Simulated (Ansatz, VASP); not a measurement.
## One calculation of Ti, two programs

The input POSCAR:

```
Ti
1.0
    4.5680217062      0.0000000000      0.0000000000
   -2.2840108531      3.9560228426      0.0000000000
    0.0000000000      0.0000000000      2.7539488634
Ti
3
Direct
    0.0000000000      0.0000000000      0.0000000000
    0.3333333333      0.6666666667      0.5000000000
    0.6666666667      0.3333333333      0.5000000000
```

Contents of INCAR.step1:

```
SYSTEM = Ti
PREC = Accurate
ENCUT = 520
ISMEAR = 0
SIGMA = 0.15
LREAL = .False.
LASPH = .True.
NELM = 100
NBANDS = 25
GGA = PE
ALGO = Normal
EDIFF = 1E-4
LWAVE = .True.
LCHARG = .False.
```

INCAR.step2

```
SYSTEM = Ti
PREC = Accurate
ENCUT = 520
EDIFF = 1E-6
ISMEAR = 0
SIGMA = 0.15
LREAL = .False.
LASPH = .True.
NELM = 100
ALGO = Normal
ISIF = 2
LWAVE = .False.
LCHARG = .True.
METAGGA = R2SCAN
LMIXTAU = .True.
LELF = .True.
LVHAR = .True.
NBANDS = 25
ISTART = 1
```

The input KPOINTS:

```
regular mesh
0
Gamma
  12 12 16
  0 0 0
```

Input for Ansatz:

```yaml
crystal:
  lattice:
    - [4.5680217062, 0.0, 0.0]
    - [-2.2840108531, 3.9560228426, 0.0]
    - [0.0, 0.0, 2.7539488634]
  atoms:
    - { symbol: Ti, position: [0.0, 0.0, 0.0] }
    - { symbol: Ti, position: [0.3333333333, 0.6666666667, 0.5] }
    - { symbol: Ti, position: [0.6666666667, 0.3333333333, 0.5] }
basis:
  ecutwfc: 500
kpoints:
  mp_grid: { grid: [12, 12, 16] }
hamiltonian:
  xc: r2scan
scf:
  occupations: { method: gaussian, width: 0.15 }
output:
  forces: true
  stress: true
  eigenvalues: true
```

Change from the starting cell: strain +0.000 along x and y, -0.025 along z, atoms carried along.

Alike in both runs: task single point; functional r2SCAN; k mesh 12 × 12 × 16; occupations gaussian, width 0.15 eV; no spin polarisation.

```csv
,VASP,Ansatz
version,VASP 6.6.1,Ansatz 0.2.0
potentials or method,"VASP PAW PBE potentials, release 64 (Ti_sv), cutoff 520 eV","scalar-relativistic, plane waves, PAW"
valence electrons in the cell,36,36
```

```tsv
	VASP	Ansatz	Ansatz less VASP
gap on the k mesh at the Fermi level (eV)	none	none	-
pressure (GPa)	3.8	3.3	-0.47
traceless stress, the component that is largest in VASP (GPa)	3.93	3.96	+0.023
```

VASP's potentials were made for PBE, not for r2SCAN. A gap of «none» marks a metal or a gap that the smearing closes.
